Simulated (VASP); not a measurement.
Runs of VASP 6.6.1 on Nd. The structure is that of space group P6_3/mmc (No. 194), or close to it. The cells are those of the table. 

```csv
level,spin,U,cell,k mesh,gap on the mesh (eV),pressure (GPa),moment (μB)
PBEsol,"collinear, ferromagnetic start",-,"a = 3.657, b = 3.657, c = 5.902 Å, angles 90.0, 90.0, 120.0°, 2 atoms",7 × 7 × 4,none,-2.8,8.22
PBEsol,"collinear, ferrimagnetic start",-,"a = 3.657, b = 3.657, c = 5.902 Å, angles 90.0, 90.0, 120.0°, 2 atoms",7 × 7 × 4,none,(b),0.20
LDA,"collinear, ferromagnetic start",-,"a = 3.729, b = 3.729, c = 6.018 Å, angles 90.0, 90.0, 120.0°, 2 atoms",8 × 8 × 5,none,(a),(c)
PBE+U,"collinear, ferromagnetic start",Nd f U = 2.0 eV,"a = 3.657, b = 3.657, c = 5.902 Å, angles 90.0, 90.0, 120.0°, 2 atoms",6 × 6 × 4,none,1.5,7.86
```

Alike in all rows: task single point; potentials or basis VASP PAW PBE potentials, release 64 (Nd); cutoff (eV) 520; smearing fermi-dirac 0.05 eV.

Q: Estimate the missing entries.

A: (a) -5.9; (b) -2.6; (c) 8.10.

Caveats: the magnetic or orbital state may not be the lowest; spin-orbit coupling is left out, which moves the levels of the heavy elements; the PAW data sets were made with another functional, which shifts forces and pressure a little (some runs).

A k mesh can miss the band edges, and the runs leave out spin-orbit coupling on Nd.

A gap of «none» marks levels without a gap at the run's occupations.
